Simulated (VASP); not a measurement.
# CdS (P1) in VASP: a series of runs

CdS is run at these levels: PBE; tasks: single point.

Program: VASP 6.6.1. These are calculated values, not measurements. Logs are shortened: lines on timing, memory, paths and dates and some standing lists are left out, and cuts for length are marked.

**1. The cell of the first run**

The typed cell holds 8 atoms: a = 4.197 Å, b = 4.197 Å, c = 13.794 Å, α = 81.98°, β = 84.91°, γ = 60.00°.

**2. Single point, PBE (the part above a cut slid along it)**

INCAR reads:

```
  PREC = Accurate
  ENCUT = 520
  EDIFF = 1E-7
  ISMEAR = 0
  SIGMA = 0.05
  LREAL = False
  LASPH = True
  NELM = 60
  ALGO = Normal
  ISIF = 2
  LWAVE = False
  LCHARG = False
  GGA = PE
  NBANDS = 46
```

KPOINTS reads:

```
regular mesh
0
Gamma
  7 7 2
```

POSCAR reads:

```
CdS
1.0
   -2.0985806452     -3.6348483013      0.0000000000
    2.0985806452     -3.6348483013      0.0000000000
    0.6995268817     -1.8174241506     13.6554617430
Cd S
4 4
Direct
    0.5911809788      0.2892382275      0.9058282541
    0.6328476455      0.4975715608      0.4058282541
    0.3203476455      0.2684048941      0.1558282541
    0.2786809788      0.0600715608      0.6558282541
    0.6588190212      0.6274284392      0.0941717459
    0.6171523545      0.4190951059      0.5941717459
    0.3046523545      0.1899284392      0.3441717459
    0.2629856878     -0.0184048941      0.8441717459
```

Potentials or basis: VASP PAW PBE potentials, release 64 (Cd, S).

Launch:

```bash
> cat potpaw_PBE.64/Cd/POTCAR potpaw_PBE.64/S/POTCAR > POTCAR
> mpirun -np 1 vasp_std > vasp.out
```

OUTCAR:

```text
PREC = Accurate
   ENCUT = 520
   EDIFF = 1E-7
   ISMEAR = 0
   LREAL = False
   LASPH = True
   NELM = 60
   ISIF = 2
   GGA = PE

 ion  position               nearest neighbor table
   1  0.591  0.289  0.906-   8 2.57   8 2.57   8 2.57   5 3.23   3 3.54
   2  0.633  0.498  0.406-   7 2.57   7 2.57   7 2.57   6 2.57
   3  0.320  0.268  0.156-   5 2.57   5 2.57   5 2.57   7 2.57   1 3.54
   4  0.279  0.060  0.656-   6 2.57   6 2.57   6 2.57   8 2.57
   5  0.659  0.627  0.094-   3 2.57   3 2.57   3 2.57   1 3.23
   6  0.617  0.419  0.594-   4 2.57   4 2.57   4 2.57   2 2.57
   7  0.305  0.190  0.344-   2 2.57   2 2.57   2 2.57   3 2.57
   8  0.263  0.982  0.844-   1 2.57   1 2.57   1 2.57   4 2.57

  LATTYP: Found a triclinic cell.
 ALAT       =     4.1971612904
 B/A-ratio  =     1.0000000000
 C/A-ratio  =     3.3863258548
 COS(alpha) =     0.0123043878
 COS(beta)  =     0.2460877568
 COS(gamma) =     0.5000000000

  Lattice vectors:

 A1 = (   4.1971612904,   0.0000000000,   0.0000000000)
 A2 = (   2.0985806452,  -3.6348483013,   0.0000000000)
 A3 = (   3.4976344087,   1.8174241506, -13.6554617430)

Analysis of symmetry for initial positions (statically):
=====================================================================
 Subroutine PRICEL returns:
 Original cell was already a primitive cell.

 Routine SETGRP: Setting up the symmetry group for a
 triclinic supercell.

 Subroutine GETGRP returns: Found  1 space group operations
 (whereof  1 operations were pure point group operations)
 out of a pool of  2 trial point group operations.

The static configuration has the point symmetry C_1 .

Analysis of symmetry for dynamics (positions and initial velocities):
=====================================================================
 Subroutine PRICEL returns:
 Original cell was already a primitive cell.

 Routine SETGRP: Setting up the symmetry group for a
 triclinic supercell.

 Subroutine GETGRP returns: Found  1 space group operations
 (whereof  1 operations were pure point group operations)
 out of a pool of  2 trial point group operations.

The dynamic configuration has the point symmetry C_1 .

 Subroutine INISYM returns: Found  1 space group operations
 (whereof  1 operations are pure point group operations),
 and found     1 'primitive' translations

----------------------------------------------------------------------------------------

                                     Primitive cell

  volume of cell :     208.3283

  direct lattice vectors                    reciprocal lattice vectors
    -2.098580645 -3.634848301  0.000000000    -0.238256272 -0.137557322 -0.006102564
     2.098580645 -3.634848301  0.000000000     0.238256272 -0.137557322 -0.030512821
     0.699526882 -1.817424151 13.655461743     0.000000000  0.000000000  0.073230772

  length of vectors
     4.197161290  4.197161290 13.793621853     0.275182320  0.276801554  0.073230772

  position of ions in fractional coordinates (direct lattice)
     0.591180979  0.289238228  0.905828254
     0.632847646  0.497571561  0.405828254
     0.320347646  0.268404894  0.155828254
     0.278680979  0.060071561  0.655828254
     0.658819021  0.627428439  0.094171746
     0.617152354  0.419095106  0.594171746
     0.304652354  0.189928439  0.344171746
     0.262985688  0.981595106  0.844171746

  ion indices of the primitive-cell ions
   primitive index   ion index
                 1           1
                 2           2
                 3           3
                 4           4
                 5           5
                 6           6
                 7           7
                 8           8

----------------------------------------------------------------------------------------

 KPOINTS: regular mesh

Automatic generation of k-mesh.
 Grid dimensions read from file:
 generate k-points for:    7    7    2

 Generating k-lattice:

  Cartesian coordinates                     Fractional coordinates (reciprocal lattice)
    -0.034036610 -0.019651046 -0.000871795     0.142857143  0.000000000  0.000000000
     0.034036610 -0.019651046 -0.004358974     0.000000000  0.142857143  0.000000000
     0.000000000  0.000000000  0.036615386     0.000000000  0.000000000  0.500000000

  Length of vectors
     0.039311760  0.039543079  0.036615386

  Shift w.r.t. Gamma in fractional coordinates (k-lattice)
     0.000000000  0.000000000  0.000000000

 Subroutine IBZKPT returns following result:
 ===========================================

 Found     50 irreducible k-points:

 Following reciprocal coordinates:
            Coordinates               Weight
  0.000000  0.000000  0.000000      1.000000
  0.142857  0.000000  0.000000      2.000000
  0.285714  0.000000 -0.000000      2.000000
  0.428571 -0.000000 -0.000000      2.000000
  0.000000  0.142857  0.000000      2.000000
  0.142857  0.142857  0.000000      2.000000
[... 16 lines left out ...]
 -0.428571  0.428571  0.000000      2.000000
 -0.285714  0.428571  0.000000      2.000000
 [... further k-points ...]
   k-points           NKPTS =     50   k-points in BZ     NKDIM =     50   number of bands    NBANDS=     46
   number of dos      NEDOS =    301   number of ions     NIONS =      8
   total plane-waves  NPLWV = 110592
   dimension x,y,z NGX =    32 NGY =   32 NGZ =  108
   dimension x,y,z NGXF=    64 NGYF=   64 NGZF=  216
   ions per type =               4   4
   NGX,Y,Z   is equivalent  to a cutoff of  12.67, 12.67, 13.02 a.u.
   NGXF,Y,Z  is equivalent  to a cutoff of  25.35, 25.35, 26.03 a.u.
 SYSTEM =  unknown system
   PREC   = accura    normal or accurate (medium, high low for compatibility)
   ISTART =      0    job   : 0-new  1-cont  2-samecut
   ICHARG =      2    charge: 1-file 2-atom 10-const
   ISPIN  =      1    spin polarized calculation?
   LNONCOLLINEAR =      F non collinear calculations
   LSORBIT =      F    spin-orbit coupling
   LASPH  =      T    aspherical Exc in radial PAW
   ENCUT  =  520.0 eV  38.22 Ry    6.18 a.u.   7.80  7.80 25.65*2*pi/ulx,y,z
   NELM   =     60;   NELMIN=  2; NELMDL= -5     # of ELM steps
   EDIFF  = 0.1E-06   stopping-criterion for ELM
   LREAL  =      F    real-space projection
   EDIFFG = 0.1E-05   stopping-criterion for IOM
   NSW    =      0    number of steps for IOM
   IBRION =     -1    ionic relax: 0-MD 1-quasi-New 2-CG
   NFREE  =      0    steps in history (QN), initial steepest desc. (CG)
   ISIF   =      2    stress and relaxation
   ISYM   =      2    0-nonsym 1-usesym 2-fastsym
   POTIM  = 0.5000    time-step for ionic-motion
   TEBEG  =    0.0;   TEEND  =   0.0 temperature during run
   PSTRESS=    0.0 pullay stress
   NELECT =      72.0000    total number of electrons
   NUPDOWN=      -1.0000    fix difference up-down
   EMIN   =  10.00;   EMAX   =-10.00  energy-range for DOS
   EFERMI =   0.00;   METHOD = LEGACY
   ISMEAR =     0;   SIGMA  =   0.05  broadening in eV -4-tet -1-fermi 0-gaus
   EFERMI_NEDOS =   21; number of points for ismear=-14 and -15
   IALGO  =     38    algorithm
   IMIX   =      4    mixing-type and parameters
     AMIX     =   0.40;   BMIX     =  1.00
     AMIX_MAG =   1.60;   BMIX_MAG =  1.00
  volume/ion in A,a.u.               =      26.04       175.73
  Fermi-wavevector in a.u.,A,eV,Ry     =   1.148866  2.171043 17.958250  1.319894
  Thomas-Fermi vector in A             =   2.285539
   LORBIT       =      0    0 simple, 1 ext, 2 COOP (PROOUT), +10 PAW based schemes
   GGA     = PE    functional components
   LHFCALC =     F    Hartree Fock is set to
   AEXX    =    0.0000 exact exchange contribution
   IVDW    =     0    specifies the selected vdW correction
   LEPSILON=     F    determine dielectric tensor
   LRPA    =     F    only Hartree local field effects (RPA)
 non-spin polarized calculation
 Gauss-broadening in eV      SIGMA  =   0.05
  energy-cutoff  :      520.00
  volume of cell :      208.33
 maximum number of plane-waves:      5636
   NGX = 15   NGY = 15   NGZ = 51

 number of electron      72.0000006 magnetization

 Free energy of the ion-electron system (eV)
  ---------------------------------------------------
  ext. energy  EPLUGINS =         0.00000000
  ---------------------------------------------------
  free energy    TOTEN  =       -24.06851982 eV

  energy without entropy =      -24.06851982  energy(sigma->0) =      -24.06851982

 E-fermi :   1.3243     XC(G=0):  -8.9578

 val. band max:        1.0890455529   @ k =   0.0000   0.0000   0.0000
 cond. band min:       1.7280013399   @ k =   0.0000   0.0000   0.0000
 fundamental gap:      0.6389557870
 Fermi energy:         1.3243431027

 k-point     1 :       0.0000    0.0000    0.0000
  band No.  band energies     occupation
      1     -11.3699      2.00000
      2     -11.0629      2.00000
      3     -10.8103      2.00000
      4     -10.4176      2.00000
      5      -7.0196      2.00000
      6      -7.0064      2.00000
[... 38 lines left out ...]
     45       7.5820      0.00000
     46       7.6522      0.00000

 k-point     2 :       0.1429    0.0000    0.0000
  band No.  band energies     occupation
      1     -11.3160      2.00000
      2     -11.0160      2.00000
      3     -10.7646      2.00000
      4     -10.3752      2.00000
      5      -6.9812      2.00000
      6      -6.9739      2.00000
[... 38 lines left out ...]
     45       7.6261      0.00000
     46       7.7889      0.00000

 k-point     3 :       0.2857    0.0000   -0.0000
  band No.  band energies     occupation
      1     -11.1950      2.00000
      2     -10.9104      2.00000
      3     -10.6625      2.00000
      4     -10.2784      2.00000
      5      -6.9161      2.00000
      6      -6.8813      2.00000
[... 1018 lines left out ...]
     45       7.6148      0.00000
     46       7.8542      0.00000

 k-point    24 :      -0.2857    0.4286    0.0000
  band No.  band energies     occupation
      1     -11.0614      2.00000
      2     -10.7936      2.00000
      3     -10.5508      2.00000
      4     -10.1640      2.00000
      5      -6.8984      2.00000
      6      -6.7794      2.00000
[... 38 lines left out ...]
     45       7.4686      0.00000
     46       7.6691      0.00000

 [... further k-points ...]

------------------------ aborting loop because EDIFF is reached ----------------------------------------

  FORCE on cell =-STRESS in cart. coord.  units (eV):
  Direction    XX          YY          ZZ          XY          YZ          ZX
  --------------------------------------------------------------------------------------
  -------------------------------------------------------------------------------------
  Total       -0.2197120     -1.3152854      0.1439315      0.5608311      0.3082415     -0.3695248
  in kB       -1.6897246    -10.1153809      1.1069244      4.3131481      2.3705731     -2.8418804
  external PRESSURE =      -3.5660604 kB  Pullay stress =       0.0000000 kB

 VOLUME and BASIS-vectors are now :
 -----------------------------------------------------------------------------
  energy-cutoff  :      520.00
  volume of cell :      208.33
      direct lattice vectors                 reciprocal lattice vectors
    -2.098580645 -3.634848301  0.000000000    -0.238256272 -0.137557322 -0.006102564
     2.098580645 -3.634848301  0.000000000     0.238256272 -0.137557322 -0.030512821
     0.699526882 -1.817424151 13.655461743     0.000000000  0.000000000  0.073230772

 POSITION                                       TOTAL-FORCE (eV/Angst)
 -----------------------------------------------------------------------------------
      0.00000     -4.84646     12.36950        -0.052667     -0.142575      0.214482
     -0.00000     -4.84646      5.54177         0.002422      0.002199     -0.170495
     -0.00000     -2.42323      2.12791         0.120730      0.064524      0.082504
      0.00000     -2.42323      8.95564         0.014925      0.002534     -0.160250
     -0.00000     -4.84646      1.28596        -0.198142      0.051312     -0.494158
      0.00000     -4.84646      8.11369         0.007472      0.003786      0.147715
     -0.00000     -2.42323      4.69982        -0.013462     -0.001097      0.170177
      2.09858     -6.05808     11.52755         0.118722      0.019317      0.210025
 -----------------------------------------------------------------------------------
    total drift:                                0.000203     -0.000166     -0.000138

  FREE ENERGIE OF THE ION-ELECTRON SYSTEM (eV)
  ---------------------------------------------------
  free  energy   TOTEN  =       -24.0685198241 eV

  energy  without entropy=      -24.0685198241  energy(sigma->0) =      -24.06851982
```

Wall time 5.9 min (1 thread of Intel Xeon 6975P-C (Granite Rapids), shared host); peak memory 0.53 GiB.

What came out:

| Property | Result |
| --- | --- |
| Free energy | -24.0685 eV |
| Pressure | -0.4 GPa |
| Largest force | 0.535 eV/Å |
| Band gap on the k mesh | 0.64 eV |

Forces in eV/Å, atoms in the order of the input:
```
Cd  -0.053 -0.143  0.214
Cd   0.002  0.002 -0.170
Cd   0.121  0.065  0.083
Cd   0.015  0.003 -0.160
S   -0.198  0.051 -0.494
S    0.007  0.004  0.148
S   -0.013 -0.001  0.170
S    0.119  0.019  0.210
```

Levels at points of the mesh, in eV from the valence-band top:
| k point | band 34 | band 35 | band 36 | band 37 | band 38 | band 39 |
| --- | --- | --- | --- | --- | --- | --- |
| (0.00, 0.00, 0.00) | -0.11 | -0.09 | 0.00 | 0.64 | 2.26 | 2.59 |
| (0.00, 0.00, 0.50) | -0.35 | -0.07 | -0.02 | 1.30 | 1.85 | 2.53 |

Caveat: the cell differs from its parent crystal (the part above a cut slid along it); semilocal functionals underestimate gaps, and a narrow one can read as zero.

[end of part 1 of 3]
